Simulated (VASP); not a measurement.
# Mo2Ru3 (P-3m1) in VASP: further runs, part 2 of 2

VASP 6.6.1. The steps go on from the part before.

## Step 4: Relaxation of cell and atoms, PBE

This run uses another cell than the first one, of 15.22 Å³/atom, 1.040 times its volume.

The input, INCAR:

```
SYSTEM = Mo2Ru3
  PREC = Accurate
  ENCUT = 600
  EDIFF = 1E-6
  ISMEAR = 0
  SIGMA = 0.1
  LREAL = .False.
  LASPH = .True.
  NELM = 80
  ALGO = Fast
  ISIF = 3
  LWAVE = .False.
  LCHARG = .False.
  GGA = PE
  IBRION = 2
  NSW = 90
  EDIFFG = -0.04
```

The input, KPOINTS:

```
Automatic mesh
0
Gamma
  6 6 1
  0 0 0
```

The input, POSCAR:

```
Mo2Ru3
1.0
    2.8146100700      0.0000000000      0.0000000000
   -1.4073050400      2.4375238200      0.0000000000
    0.0000000000      0.0000000000     22.1820755300
Mo Ru
4 6
Direct
    0.3333333300      0.6666666700      0.9500000000
    0.3333333300      0.6666666700      0.3500000000
    0.6666666700      0.3333333300      0.0500000000
    0.6666666700      0.3333333300      0.6500000000
    0.3333333300      0.6666666700      0.7500000000
    0.3333333300      0.6666666700      0.1500000000
    0.3333333300      0.6666666700      0.5500000000
    0.6666666700      0.3333333300      0.8500000000
    0.6666666700      0.3333333300      0.2500000000
    0.6666666700      0.3333333300      0.4500000000
```

Launch:

```sh
cat potpaw_PBE.64/Mo_sv/POTCAR potpaw_PBE.64/Ru_pv/POTCAR > POTCAR
mpirun -np 1 vasp_std > vasp.out
```

It took 35 min on 1 thread of Intel Xeon Platinum 8488C (Sapphire Rapids), shared host; peak memory 0.38 GiB.

The run converged. Its results:

- Free energy: -98.2926 eV
- Relaxed volume: 14.64 Å³/atom
- Relaxed cell: a = 2.759 Å, b = 2.759 Å, c = 22.214 Å, α = 90.00°, β = 90.00°, γ = 120.00°
- Space group after relaxing (to 0.05 Å): P-3m1 (No. 164)
- Energy gained by relaxing: 54.7 meV/atom
- Ionic steps: 17
- Pressure after relaxing: 0.0 GPa
- Largest force after relaxing: 0.024 eV/Å
- Band gap on the k mesh: zero (band 70 reaches 13.68 eV, above the bottom of band 71 at 11.26 eV)

Forces on the atoms (eV/Å):
```
Mo   0.000  0.000  0.006
Mo   0.000  0.000  0.013
Mo   0.000  0.000 -0.006
Mo   0.000  0.000 -0.013
Ru   0.000  0.000  0.004
Ru   0.000  0.000  0.024
Ru   0.000  0.000  0.018
Ru   0.000  0.000 -0.024
Ru   0.000  0.000 -0.004
Ru   0.000  0.000 -0.018
```

The path:
| step | energy change (eV) | largest force (eV/Å) | pressure (GPa) | volume (Å³) |
| --- | --- | --- | --- | --- |
| 1 | 0.0000 | 2.4341 | -9.67 | 152.18 |
| 2 | 0.8276 | 0.9102 | 34.08 | 132.82 |
| 3 | -0.3654 | 1.6438 | 3.06 | 144.77 |
| 4 | -0.4920 | 0.4510 | -0.46 | 146.71 |
| 5 | -0.5051 | 0.3544 | 0.23 | 146.24 |
| 6 | -0.5211 | 0.2201 | -0.68 | 146.70 |
| 7 | -0.5262 | 0.1935 | -1.47 | 147.13 |
| 8 | -0.5335 | 0.1541 | -0.14 | 146.44 |
| 9 | -0.5341 | 0.1830 | 0.37 | 146.18 |
| 10 | -0.5373 | 0.1728 | 0.32 | 146.22 |
| 11 | -0.5412 | 0.1516 | 0.17 | 146.30 |
| 12 | -0.5416 | 0.1418 | 0.13 | 146.33 |
| 13 | -0.5449 | 0.0972 | -0.18 | 146.51 |
| 14 | -0.5464 | 0.0376 | -0.57 | 146.75 |
| 15 | -0.5464 | 0.0536 | 0.72 | 146.08 |
| 16 | -0.5472 | 0.0408 | 0.06 | 146.42 |
| 17 | -0.5475 | 0.0241 | 0.05 | 146.40 |

Final structure:
```cif
data_structure
_symmetry_space_group_name_H-M 'P 1'
_symmetry_Int_Tables_number 1
_cell_length_a 2.7587
_cell_length_b 2.7587
_cell_length_c 22.2135
_cell_angle_alpha 90.000
_cell_angle_beta 90.000
_cell_angle_gamma 120.000
_cell_volume 146.40
loop_
_atom_site_label
_atom_site_type_symbol
_atom_site_fract_x
_atom_site_fract_y
_atom_site_fract_z
_atom_site_occupancy
Mo1 Mo 0.33333 0.66667 0.94385 1
Mo2 Mo 0.33333 0.66667 0.35081 1
Mo3 Mo 0.66667 0.33333 0.05615 1
Mo4 Mo 0.66667 0.33333 0.64919 1
Ru1 Ru 0.33333 0.66667 0.74716 1
Ru2 Ru 0.33333 0.66667 0.15256 1
Ru3 Ru 0.33333 0.66667 0.54818 1
Ru4 Ru 0.66667 0.33333 0.84744 1
Ru5 Ru 0.66667 0.33333 0.25284 1
Ru6 Ru 0.66667 0.33333 0.45182 1
```

Levels at points of the mesh, in eV from the Fermi level:
```
           k point  band 65  band 66  band 67  band 68  band 69  band 70  band 71  band 72  band 73  band 74
(0.00, 0.00, 0.00)    -1.13    -0.98    -0.98    -0.98    -0.98    -0.91    -0.91    -0.50    -0.50    -0.03
(0.50, 0.00, 0.00)     0.34     0.40     0.86     0.92     1.20     1.51     1.52     1.67     1.74     1.74
```

Caveat: the k points lie up to 0.44 Å⁻¹ apart in the final cell.

## Step 5: Single point, PBE, collinear spin, ferromagnetic start

The input, INCAR:

```
SYSTEM = Mo2Ru3
ALGO = Fast
EDIFF = 1E-6
ENCUT = 520
GGA = PE
ISIF = 2
ISMEAR = 0
ISPIN = 2
LASPH = .True.
LCHARG = .False.
LMAXMIX = 4
LORBIT = 11
LREAL = .False.
LWAVE = .False.
MAGMOM = 1 1 1 1 1 1 1 1 1 1
NBANDS = 85
NELM = 150
PREC = Accurate
SIGMA = 0.1
```

The input, KPOINTS:

```
k-points
0
Gamma
  6 6 1
  0 0 0
```

The input, POSCAR:

```
Mo2Ru3
1.0
    2.7584603785      0.0000000000      0.0000000000
   -1.3792301893      2.3888967631      0.0000000000
    0.0000000000      0.0000000000     22.2044791935
Mo Ru
4 6
Direct
    0.3333333333      0.6666666667      0.9437900491
    0.3333333333      0.6666666667      0.3507755650
    0.6666666667      0.3333333333      0.0562099509
    0.6666666667      0.3333333333      0.6492244350
    0.3333333333      0.6666666667      0.7470023294
    0.3333333333      0.6666666667      0.1525075903
    0.3333333333      0.6666666667      0.5481681075
    0.6666666667      0.3333333333      0.8474924097
    0.6666666667      0.3333333333      0.2529976706
    0.6666666667      0.3333333333      0.4518318925
```

Potentials or basis: VASP PAW PBE potentials, release 64 (Mo_sv, Ru_pv).

Launch:

```sh
cat potpaw_PBE.64/Mo_sv/POTCAR potpaw_PBE.64/Ru_pv/POTCAR > POTCAR
mpirun -np 1 vasp_std > vasp.out
```

OUTCAR:

```text
SYSTEM = Mo2Ru3
   EDIFF = 1E-6
   ENCUT = 520
   GGA = PE
   ISIF = 2
   ISMEAR = 0
   ISPIN = 2
   LASPH = .True.
   LORBIT = 11
   LREAL = .False.
   NELM = 150
   PREC = Accurate

 ion  position               nearest neighbor table
   1  0.333  0.667  0.944-   8 2.67   8 2.67   8 2.67   3 2.96   3 2.96   3 2.96
   2  0.333  0.667  0.351-   9 2.69   9 2.69   9 2.69  10 2.75  10 2.75  10 2.75
   3  0.667  0.333  0.056-   6 2.67   6 2.67   6 2.67   1 2.96   1 2.96   1 2.96
   4  0.667  0.333  0.649-   5 2.69   5 2.69   5 2.69   7 2.75   7 2.75   7 2.75
   5  0.333  0.667  0.747-   4 2.69   4 2.69   4 2.69   8 2.74   8 2.74   8 2.74
   6  0.333  0.667  0.153-   3 2.67   3 2.67   3 2.67   9 2.74   9 2.74   9 2.74
   7  0.333  0.667  0.548-  10 2.67  10 2.67  10 2.67   4 2.75   4 2.75   4 2.75
   8  0.667  0.333  0.847-   1 2.67   1 2.67   1 2.67   5 2.74   5 2.74   5 2.74
   9  0.667  0.333  0.253-   2 2.69   2 2.69   2 2.69   6 2.74   6 2.74   6 2.74
  10  0.667  0.333  0.452-   7 2.67   7 2.67   7 2.67   2 2.75   2 2.75   2 2.75

  LATTYP: Found a hexagonal cell.
 ALAT       =     2.7584603785
 C/A-ratio  =     8.0495914919

  Lattice vectors:

 A1 = (   2.7584603785,   0.0000000000,   0.0000000000)
 A2 = (  -1.3792301893,   2.3888967631,   0.0000000000)
 A3 = (   0.0000000000,   0.0000000000,  22.2044791935)

Analysis of symmetry for initial positions (statically):
=====================================================================
 Subroutine PRICEL returns:
 Original cell was already a primitive cell.

 Routine SETGRP: Setting up the symmetry group for a
 hexagonal supercell.

 Subroutine GETGRP returns: Found 12 space group operations
 (whereof 12 operations were pure point group operations)
 out of a pool of 24 trial point group operations.

The static configuration has the point symmetry D_3d.

Analysis of symmetry for dynamics (positions and initial velocities):
[... 789 lines left out ...]
      6     -30.6982      1.00000
[... 584 lines left out ...]
     81      14.9952      0.00000
     82      14.9952      0.00000
 [bands above 82 left out]

------------------------ aborting loop because EDIFF is reached ----------------------------------------

  FORCE on cell =-STRESS in cart. coord.  units (eV):
  Direction    XX          YY          ZZ          XY          YZ          ZX
  --------------------------------------------------------------------------------------
  -------------------------------------------------------------------------------------
  Total        0.2223924      0.2223924      0.4173525     -0.0000000      0.0000000     -0.0000000
  in kB        2.4351502      2.4351502      4.5699232     -0.0000000      0.0000000     -0.0000000
  external PRESSURE =       3.1467412 kB  Pullay stress =       0.0000000 kB

 VOLUME and BASIS-vectors are now :
 -----------------------------------------------------------------------------
  energy-cutoff  :      520.00
  volume of cell :      146.32
      direct lattice vectors                 reciprocal lattice vectors
     2.758460379  0.000000000  0.000000000     0.362521067  0.209301636  0.000000000
    -1.379230189  2.388896763  0.000000000     0.000000000  0.418603271  0.000000000
     0.000000000  0.000000000 22.204479193     0.000000000  0.000000000  0.045035958

 POSITION                                       TOTAL-FORCE (eV/Angst)
 -----------------------------------------------------------------------------------
     -0.00000      1.59260     20.95637        -0.000000     -0.000000      0.030403
     -0.00000      1.59260      7.78879         0.000000      0.000000      0.033122
      1.37923      0.79630      1.24811         0.000000      0.000000     -0.030403
      1.37923      0.79630     14.41569         0.000000     -0.000000     -0.033122
     -0.00000      1.59260     16.58680        -0.000000     -0.000000      0.039967
     -0.00000      1.59260      3.38635        -0.000000      0.000000      0.049921
     -0.00000      1.59260     12.17179         0.000000     -0.000000      0.009095
      1.37923      0.79630     18.81813        -0.000000     -0.000000     -0.049921
      1.37923      0.79630      5.61768        -0.000000      0.000000     -0.039967
      1.37923      0.79630     10.03269        -0.000000      0.000000     -0.009095
 -----------------------------------------------------------------------------------
    total drift:                               -0.000000      0.000000      0.000000

  FREE ENERGIE OF THE ION-ELECTRON SYSTEM (eV)
  ---------------------------------------------------
  free  energy   TOTEN  =       -98.2846436341 eV

  energy  without entropy=      -98.2466015185  energy(sigma->0) =      -98.26562258

 total charge

# of ion       s       p       d       tot
------------------------------------------
    1        2.387   6.197   3.940  12.523
    2        2.386   6.202   3.954  12.543
    3        2.387   6.197   3.940  12.523
    4        2.386   6.202   3.954  12.543
    5        0.398   6.278   5.950  12.626
    6        0.398   6.279   5.969  12.645
    7        0.398   6.283   5.941  12.621
    8        0.398   6.279   5.969  12.645
    9        0.398   6.278   5.950  12.626
   10        0.398   6.283   5.941  12.621
--------------------------------------------------
tot         11.934  62.476  51.508 125.918

 magnetization (x)

# of ion       s       p       d       tot
------------------------------------------
    1        0.000   0.000   0.000   0.000
    2       -0.000  -0.000  -0.000  -0.000
    3        0.000   0.000   0.000   0.000
    4       -0.000  -0.000  -0.000  -0.000
    5       -0.000   0.000   0.000   0.000
    6       -0.000   0.000  -0.000  -0.000
    7       -0.000  -0.000  -0.000  -0.000
    8       -0.000   0.000  -0.000  -0.000
    9       -0.000   0.000   0.000   0.000
   10       -0.000  -0.000  -0.000  -0.000
--------------------------------------------------
tot         -0.000   0.000  -0.000  -0.000
```

It took 8.6 min on 1 thread of Intel Xeon Platinum 8488C (Sapphire Rapids), shared host; peak memory 0.42 GiB.

Results:

- Free energy: -98.2846 eV
- Pressure: 0.3 GPa
- Largest force: 0.050 eV/Å
- Band gap on the k mesh: zero (filled and empty bands overlap)
- Net moment: 0.00 μB per cell
- Valence electrons inside the program's atomic spheres: Mo 12.52, 12.54; Ru 12.63, 12.64, 12.62

Forces in eV/Å, atoms in the order of the input:
```
Mo   0.000  0.000  0.030
Mo   0.000  0.000  0.033
Mo   0.000  0.000 -0.030
Mo   0.000  0.000 -0.033
Ru   0.000  0.000  0.040
Ru   0.000  0.000  0.050
Ru   0.000  0.000  0.009
Ru   0.000  0.000 -0.050
Ru   0.000  0.000 -0.040
Ru   0.000  0.000 -0.009
```

Stress tensor (GPa, compression positive):
```
0.24 0.00 0.00
0.00 0.24 0.00
0.00 0.00 0.46
```

Caveat: the k points lie up to 0.44 Å⁻¹ apart.

## Step 6: Overview

| task | spin | cell | cutoff (eV) | gap on the mesh (eV) | pressure (GPa) | largest force (eV/Å) |
| --- | --- | --- | --- | --- | --- | --- |
| single point | off | a = 2.758, b = 2.758, c = 22.204 Å, angles 90.0, 90.0, 120.0°, 10 atoms | 520 | none | 0.3 | 0.05 |
| single point | off | a = 2.815, b = 2.815, c = 22.182 Å, angles 90.0, 90.0, 120.0°, 10 atoms | 520 | none | -9.6 | 2.43 |
| relaxation of cell and atoms | off | relaxed from a = 2.815, b = 2.815, c = 22.182 Å, angles 90.0, 90.0, 120.0°, 10 atoms | 600 | none | 0.0 | 0.02 |
| single point | collinear, ferromagnetic start | a = 2.758, b = 2.758, c = 22.204 Å, angles 90.0, 90.0, 120.0°, 10 atoms | 520 | none | 0.3 | 0.05 |

Alike in all rows: level PBE; potentials or basis VASP PAW PBE potentials, release 64 (Mo_sv, Ru_pv); k mesh 6 × 6 × 1; smearing gaussian 0.1 eV.

Caveats: all runs use coarse meshes; forces of over 1 eV/Å act on the atoms, so gaps and moduli don't describe the material at rest (some runs).

Absolute energies hang on the potentials; compare differences alone.
